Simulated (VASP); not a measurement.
# Pt (I4/mmm) in VASP: further runs

Pt is run at these levels: PBE; tasks: single point.

All numbers are computed with VASP 6.6.1; they aren't measurements. Logs are shortened: lines on timing, memory, paths and dates and some standing lists are left out, and cuts for length are marked.

## Step 1: The cell of the first run

Symmetry: I4/mmm, No. 139, tetragonal system. The conventional cell has a = 3.316 Å, b = 3.316 Å, c = 3.187 Å, α = 90.00°, β = 90.00°, γ = 90.00°. Within 3.7 Å of Pt (site symmetry 4/mmm) lie 14 Pt at 2.83 to 3.32 Å.

## Step 2: Single point, PBE (17.52 Å³/atom)

INCAR

```
SYSTEM = Pt
PREC = Accurate ; ENCUT = 520
EDIFF = 1E-7 ; ISMEAR = 0
SIGMA = 0.15 ; LREAL = .False.
LASPH = .True. ; NELM = 60
ALGO = Fast ; ISIF = 2
LWAVE = .False. ; LCHARG = .False.
GGA = PE ; NBANDS = 11
```

KPOINTS

```
Automatic mesh
0
Gamma
  22 22 22
  0 0 0
```

POSCAR

```
Pt
1.0
    0.0000000000      2.3445203986      1.5935705149
    2.3445203986      0.0000000000      1.5935705149
    2.3445203986      2.3445203986      0.0000000000
Pt
1
Direct
    0.0000000000      0.0000000000      0.0000000000
```

Potentials or basis: VASP PAW PBE potentials, release 64 (Pt).

On the command line:

```bash
> cat potpaw_PBE.64/Pt/POTCAR > POTCAR
> mpirun -np 1 vasp_std > vasp.out
```

OUTCAR:

```text
SYSTEM = Pt
   PREC = Accurate
   ENCUT = 520
   EDIFF = 1E-7
   ISMEAR = 0
   LREAL = .False.
   LASPH = .True.
   NELM = 60
   ISIF = 2
   GGA = PE

 ion  position               nearest neighbor table
   1  0.000  0.000  0.000-

  LATTYP: Found a body centered tetragonal cell.
 ALAT       =     3.3156525450
 C/A-ratio  =     0.9612409583

  Lattice vectors:

 A1 = (   0.0000000000,  -2.3445203986,  -1.5935705149)
 A2 = (   0.0000000000,   2.3445203986,  -1.5935705149)
 A3 = (   2.3445203986,   0.0000000000,   1.5935705149)

Analysis of symmetry for initial positions (statically):
=====================================================================
 Subroutine PRICEL returns:
 Original cell was already a primitive cell.

 Routine SETGRP: Setting up the symmetry group for a
 body centered tetragonal supercell.

 Subroutine GETGRP returns: Found 16 space group operations
 (whereof 16 operations were pure point group operations)
 out of a pool of 16 trial point group operations.

The static configuration has the point symmetry D_4h.

Analysis of symmetry for dynamics (positions and initial velocities):
=====================================================================
 Subroutine PRICEL returns:
 Original cell was already a primitive cell.

 Routine SETGRP: Setting up the symmetry group for a
 body centered tetragonal supercell.

 Subroutine GETGRP returns: Found 16 space group operations
 (whereof 16 operations were pure point group operations)
 out of a pool of 16 trial point group operations.

The dynamic configuration has the point symmetry D_4h.

 Subroutine INISYM returns: Found 16 space group operations
 (whereof 16 operations are pure point group operations),
 and found     1 'primitive' translations

----------------------------------------------------------------------------------------

                                     Primitive cell

  volume of cell :      17.5190

  direct lattice vectors                    reciprocal lattice vectors
     0.000000000  2.344520399  1.593570515    -0.213263233  0.213263233  0.313760825
     2.344520399  0.000000000  1.593570515     0.213263233 -0.213263233  0.313760825
     2.344520399  2.344520399  0.000000000     0.213263233  0.213263233 -0.313760825

  length of vectors
     2.834826782  2.834826782  3.315652545     0.435210603  0.435210603  0.435210603

  position of ions in fractional coordinates (direct lattice)
     0.000000000  0.000000000  0.000000000

  ion indices of the primitive-cell ions
   primitive index   ion index
                 1           1

----------------------------------------------------------------------------------------

 KPOINTS: Automatic mesh

Automatic generation of k-mesh.
 Grid dimensions read from file:
 generate k-points for:   22   22   22

 Generating k-lattice:

  Cartesian coordinates                     Fractional coordinates (reciprocal lattice)
    -0.009693783  0.009693783  0.014261856     0.045454545  0.000000000  0.000000000
     0.009693783 -0.009693783  0.014261856     0.000000000  0.045454545  0.000000000
     0.009693783  0.009693783 -0.014261856    -0.000000000 -0.000000000  0.045454545

  Length of vectors
     0.019782300  0.019782300  0.019782300

  Shift w.r.t. Gamma in fractional coordinates (k-lattice)
     0.000000000  0.000000000  0.000000000

 Subroutine IBZKPT returns following result:
 ===========================================

 Found    834 irreducible k-points:

 Following reciprocal coordinates:
            Coordinates               Weight
  0.000000  0.000000  0.000000      1.000000
  0.045455 -0.000000  0.000000      8.000000
  0.090909 -0.000000  0.000000      8.000000
  0.136364  0.000000  0.000000      8.000000
  0.181818 -0.000000  0.000000      8.000000
  0.227273  0.000000  0.000000      8.000000
[... 16 lines left out ...]
  0.500000  0.045455  0.000000      8.000000
 -0.454545  0.045455  0.000000      8.000000
 [... further k-points ...]
   k-points           NKPTS =    834   k-points in BZ     NKDIM =    834   number of bands    NBANDS=     11
   number of dos      NEDOS =    301   number of ions     NIONS =      1
   total plane-waves  NPLWV =  16128
   dimension x,y,z NGX =    24 NGY =   24 NGZ =   28
   dimension x,y,z NGXF=    48 NGYF=   48 NGZF=   56
   ions per type =               1
   NGX,Y,Z   is equivalent  to a cutoff of  14.07, 14.07, 14.04 a.u.
   NGXF,Y,Z  is equivalent  to a cutoff of  28.15, 28.15, 28.08 a.u.
 SYSTEM =  Pt
   PREC   = accura    normal or accurate (medium, high low for compatibility)
   ISTART =      0    job   : 0-new  1-cont  2-samecut
   ICHARG =      2    charge: 1-file 2-atom 10-const
   ISPIN  =      1    spin polarized calculation?
   LNONCOLLINEAR =      F non collinear calculations
   LSORBIT =      F    spin-orbit coupling
   LASPH  =      T    aspherical Exc in radial PAW
   ENCUT  =  520.0 eV  38.22 Ry    6.18 a.u.   5.27  5.27  6.16*2*pi/ulx,y,z
   NELM   =     60;   NELMIN=  2; NELMDL= -5     # of ELM steps
   EDIFF  = 0.1E-06   stopping-criterion for ELM
   LREAL  =      F    real-space projection
   EDIFFG = 0.1E-05   stopping-criterion for IOM
   NSW    =      0    number of steps for IOM
   IBRION =     -1    ionic relax: 0-MD 1-quasi-New 2-CG
   NFREE  =      0    steps in history (QN), initial steepest desc. (CG)
   ISIF   =      2    stress and relaxation
   ISYM   =      2    0-nonsym 1-usesym 2-fastsym
   POTIM  = 0.5000    time-step for ionic-motion
   TEBEG  =    0.0;   TEEND  =   0.0 temperature during run
   PSTRESS=    0.0 pullay stress
   NELECT =      10.0000    total number of electrons
   NUPDOWN=      -1.0000    fix difference up-down
   EMIN   =  10.00;   EMAX   =-10.00  energy-range for DOS
   EFERMI =   0.00;   METHOD = LEGACY
   ISMEAR =     0;   SIGMA  =   0.15  broadening in eV -4-tet -1-fermi 0-gaus
   EFERMI_NEDOS =   21; number of points for ismear=-14 and -15
   IALGO  =     68    algorithm
   IMIX   =      4    mixing-type and parameters
     AMIX     =   0.40;   BMIX     =  1.00
     AMIX_MAG =   1.60;   BMIX_MAG =  1.00
  volume/ion in A,a.u.               =      17.52       118.22
  Fermi-wavevector in a.u.,A,eV,Ry     =   1.358017  2.566279 25.091986  1.844209
  Thomas-Fermi vector in A             =   2.484886
   LORBIT       =      0    0 simple, 1 ext, 2 COOP (PROOUT), +10 PAW based schemes
   GGA     = PE    functional components
   LHFCALC =     F    Hartree Fock is set to
   AEXX    =    0.0000 exact exchange contribution
   IVDW    =     0    specifies the selected vdW correction
   LEPSILON=     F    determine dielectric tensor
   LRPA    =     F    only Hartree local field effects (RPA)
 non-spin polarized calculation
 RMM-DIIS sequential band-by-band and
 Gauss-broadening in eV      SIGMA  =   0.15
  energy-cutoff  :      520.00
  volume of cell :       17.52
 maximum number of plane-waves:       482
 NGX is ok and might be reduce to    24
   NGX = 11   NGY = 11   NGZ = 13

 number of electron      10.0000001 magnetization

 Free energy of the ion-electron system (eV)
  ---------------------------------------------------
  ext. energy  EPLUGINS =         0.00000000
  ---------------------------------------------------
  free energy    TOTEN  =        -5.90095645 eV

  energy without entropy =       -5.88615343  energy(sigma->0) =       -5.89355494

 E-fermi :   8.4575     XC(G=0): -12.5967

 val. band max:        8.4565607000   @ k =  -0.3636   0.1818   0.0455
 cond. band min:       8.4587674193   @ k =  -0.3636   0.2273   0.0909
 fundamental gap:      0.0022067193
 Fermi energy:         8.4574952759

 k-point     1 :       0.0000    0.0000    0.0000
  band No.  band energies     occupation
      1      -0.0143      2.00000
      2       5.3175      2.00000
      3       5.6054      2.00000
      4       5.6054      2.00000
      5       7.4222      2.00000
      6       7.7926      2.00000
      7      25.2973      0.00000
      8      25.2973      0.00000
      9      26.0356      0.00000
     10      33.5028      0.00000
     11      33.5062      0.00000

 k-point     2 :       0.0455   -0.0000    0.0000
  band No.  band energies     occupation
      1       0.0635      2.00000
      2       5.3287      2.00000
      3       5.6040      2.00000
      4       5.6231      2.00000
      5       7.4199      2.00000
      6       7.7643      2.00000
      7      25.3462      0.00000
      8      25.4057      0.00000
      9      26.0428      0.00000
     10      32.4141      0.00000
     11      33.2821      0.00000

 k-point     3 :       0.0909   -0.0000    0.0000
  band No.  band energies     occupation
      1       0.2930      2.00000
      2       5.3042      2.00000
      3       5.5968      2.00000
      4       5.7360      2.00000
      5       7.4099      2.00000
      6       7.6978      2.00000
      7      25.4477      0.00000
      8      25.7250      0.00000
      9      25.9977      0.00000
     10      31.1383      0.00000
     11      31.9849      0.00000

 k-point     4 :       0.1364    0.0000    0.0000
  band No.  band energies     occupation
      1       0.6620      2.00000
      2       5.2016      2.00000
      3       5.5773      2.00000
      4       5.9904      2.00000
      5       7.3844      2.00000
      6       7.6393      2.00000
      7      25.4294      0.00000
      8      25.6925      0.00000
      9      26.2378      0.00000
     10      30.1293      0.00000
     11      30.7704      0.00000

 k-point     5 :       0.1818   -0.0000    0.0000
  band No.  band energies     occupation
      1       1.1447      2.00000
      2       5.0508      2.00000
      3       5.5504      2.00000
      4       6.3603      2.00000
      5       7.3527      2.00000
      6       7.6248      2.00000
      7      24.6569      0.00000
      8      25.2297      0.00000
      9      26.9149      0.00000
     10      29.4997      0.00000
     11      30.3782      0.00000
[... 211 lines left out ...]
 k-point    21 :       0.4091    0.0455    0.0000
  band No.  band energies     occupation
      1       2.9099      2.00000
      2       4.3493      2.00000
      3       6.9749      2.00000
      4       7.7053      2.00000
      5       8.5198      0.55697
      6       8.8675      0.00011
      7      15.9027      0.00000
      8      21.9833      0.00000
      9      23.8274      0.00000
     10      30.8005      0.00000
     11      31.3469      0.00000

 k-point    22 :       0.4545    0.0455    0.0000
  band No.  band energies     occupation
      1       2.9090      2.00000
      2       4.2857      2.00000
      3       7.2195      2.00000
      4       7.7287      2.00000
      5       9.1887      0.00000
      6       9.2327      0.00000
      7      14.5772      0.00000
      8      21.6945      0.00000
      9      23.2212      0.00000
     10      31.1438      0.00000
     11      31.8434      0.00000

 k-point    23 :       0.5000    0.0455    0.0000
  band No.  band energies     occupation
      1       2.9042      2.00000
      2       4.2658      2.00000
      3       7.3676      2.00000
      4       7.6276      2.00000
      5       9.3072      0.00000
      6       9.6113      0.00000
      7      14.0395      0.00000
      8      21.6036      0.00000
      9      23.0009      0.00000
     10      31.3436      0.00000
     11      31.8164      0.00000

 k-point    24 :      -0.4545    0.0455    0.0000
  band No.  band energies     occupation
      1       2.9096      2.00000
      2       4.2904      2.00000
      3       7.4146      2.00000
      4       7.4654      2.00000
      5       9.1983      0.00000
      6       9.2058      0.00000
      7      14.6670      0.00000
      8      21.7137      0.00000
      9      23.1926      0.00000
     10      31.1525      0.00000
     11      31.7459      0.00000

 [... further k-points ...]
[... 5 lines left out ...]
  --------------------------------------------------------------------------------------
  -------------------------------------------------------------------------------------
  Total       -1.9327876     -1.9327876     -2.2394428      0.0000000      0.0000000      0.0000000
  in kB     -176.7605695   -176.7605695   -204.8053273      0.0000000      0.0000000      0.0000000
  external PRESSURE =    -186.1088221 kB  Pullay stress =       0.0000000 kB

 VOLUME and BASIS-vectors are now :
 -----------------------------------------------------------------------------
  energy-cutoff  :      520.00
  volume of cell :       17.52
      direct lattice vectors                 reciprocal lattice vectors
     0.000000000  2.344520399  1.593570515    -0.213263233  0.213263233  0.313760825
     2.344520399  0.000000000  1.593570515     0.213263233 -0.213263233  0.313760825
     2.344520399  2.344520399  0.000000000     0.213263233  0.213263233 -0.313760825

 POSITION                                       TOTAL-FORCE (eV/Angst)
 -----------------------------------------------------------------------------------
      0.00000      0.00000      0.00000        -0.000000     -0.000000      0.000000
 -----------------------------------------------------------------------------------
    total drift:                               -0.000000     -0.000000      0.000000

  FREE ENERGIE OF THE ION-ELECTRON SYSTEM (eV)
  ---------------------------------------------------
  free  energy   TOTEN  =        -5.9009564464 eV

  energy  without entropy=       -5.8861534339  energy(sigma->0) =       -5.89355494
```

Wall time 4.9 min (1 thread of Intel Xeon 8259CL, shared host); peak memory 0.28 GiB.

Results:

* Free energy: -5.9010 eV
* Pressure: -18.6 GPa
* Band gap on the k mesh: zero (bands 5 and 6 overlap by 1.79 eV)

Levels at points of the mesh, in eV from the Fermi level:
| k point | band 1 | band 2 | band 3 | band 4 | band 5 | band 6 | band 7 | band 8 | band 9 | band 10 |
| --- | --- | --- | --- | --- | --- | --- | --- | --- | --- | --- |
| (0.00, 0.00, 0.00) | -8.47 | -3.14 | -2.85 | -2.85 | -1.04 | -0.66 | 16.84 | 16.84 | 17.58 | 25.05 |
| (0.50, 0.00, 0.00) | -5.62 | -4.25 | -0.95 | -0.47 | 0.68 | 0.86 | 5.59 | 13.04 | 14.71 | 22.76 |
| (0.50, 0.50, 0.00) | -5.12 | -5.12 | 0.39 | 0.39 | 0.49 | 7.08 | 7.08 | 8.22 | 11.28 | 17.23 |
| (0.50, 0.00, 0.50) | -5.67 | -3.94 | -1.25 | -0.68 | 0.45 | 0.80 | 5.27 | 13.54 | 15.61 | 22.82 |

Caveat: the cell stands under tension; spin-orbit coupling is left out, which moves the levels of the heavy elements.

## Step 3: Single point, PBE (13.76 Å³/atom)

This run uses another cell than the first one, of 13.76 Å³/atom.

INCAR

```
SYSTEM = Pt
ALGO = Normal
EDIFF = 1E-6
ENCUT = 520
GGA = PE
ISIF = 2
ISMEAR = 0
LASPH = .TRUE.
LCHARG = .TRUE.
LELF = .TRUE.
LREAL = .FALSE.
LVHAR = .TRUE.
LWAVE = .FALSE.
NBANDS = 11
NELM = 60
PREC = Accurate
SIGMA = 0.15
```

KPOINTS

```
k-points
0
G
  22 22 22
  0 0 0
```

POSCAR

```
Pt
1.0
    0.0000000000      2.1084221204      1.5482143630
    2.1084221204      0.0000000000      1.5482143630
    2.1084221204      2.1084221204      0.0000000000
Pt
1
Direct
    0.0000000000      0.0000000000      0.0000000000
```

Potentials or basis: VASP PAW PBE potentials, release 64 (Pt).

On the command line:

```bash
> cat potpaw_PBE.64/Pt/POTCAR > POTCAR
> mpirun -np 1 vasp_std > vasp.out
```

Run time: 3.3 min. Hardware: 1 thread of Intel Xeon 8259CL, shared host; peak memory 0.25 GiB.

The run converged. Its results:

```yaml
Free_energy: -5.7465 eV
Pressure: 47.9 GPa
Band_gap_on_the_k_mesh: zero (bands 5 and 6 overlap by 2.81 eV)
```

Stress tensor (GPa, compression positive):
```
46.28  0.00  0.00
 0.00 46.28  0.00
 0.00  0.00 51.11
```

Levels at points of the mesh, in eV from the Fermi level:
| k point | band 2 | band 3 | band 4 | band 5 | band 6 | band 7 | band 8 | band 9 |
| --- | --- | --- | --- | --- | --- | --- | --- | --- |
| (0.00, 0.00, 0.00) | -4.39 | -4.39 | -4.01 | -1.51 | -1.01 | 16.48 | 17.26 | 17.26 |
| (0.50, 0.00, 0.00) | -5.90 | -1.67 | -0.78 | -0.24 | 1.36 | 7.49 | 13.35 | 17.40 |
| (0.50, 0.50, 0.00) | -7.54 | 0.64 | 0.77 | 0.77 | 7.23 | 8.42 | 8.42 | 14.88 |
| (0.50, 0.00, 0.50) | -6.31 | -1.09 | -0.64 | 0.04 | 1.46 | 7.87 | 13.00 | 16.44 |

Caveat: the cell stands under pressure; spin-orbit coupling is left out, which moves the levels of the heavy elements.

[end of part 1 of 2]
